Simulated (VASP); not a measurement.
Input of a VASP 6.6.1 run:

INCAR

```
SYSTEM = CdS
  PREC = Accurate
  ENCUT = 500
  EDIFF = 1E-6
  ISMEAR = -1
  SIGMA = 0.01
  LREAL = .FALSE.
  LASPH = .TRUE.
  NELM = 120
  ALGO = Normal
  ISIF = 2
  LWAVE = .FALSE.
  LCHARG = .FALSE.
  GGA = PE
  NBANDS = 26
  GGA_COMPAT = .FALSE.
```

KPOINTS

```
Automatic mesh
0
G
  2 2 2
  0 0 0
```

File POSCAR:

```
CdS
1.0
    4.1638921228     -0.0000000309      0.0000000000
   -2.0819460346      3.6060363724      0.0000000000
    0.0000000000      0.0000000000      6.7675066400
Cd S
2 2
Direct
    0.6727039193      0.3270731603      0.4987143807
    0.3270731603      0.6727039193      0.9987143807
    0.6634163922      0.3368065281      0.8782856193
    0.3368065281      0.6634163922      0.3782856193
```

Potentials or basis: VASP PAW PBE potentials, release 64 (Cd, S).

Launch:

```bash
$ cat potpaw_PBE.64/Cd/POTCAR potpaw_PBE.64/S/POTCAR > POTCAR
$ mpirun -np 1 vasp_std > vasp.out
```

Q: Predict the band gap on the k mesh.

A: 1.08 eV.

Q: Estimate the pressure.

A: 3.3 GPa.

Stress tensor (GPa, compression positive):
```
4.68 0.20 0.01
0.20 4.91 0.01
0.01 0.01 0.41
```

Caveat: the k points lie up to 0.87 Å⁻¹ apart.
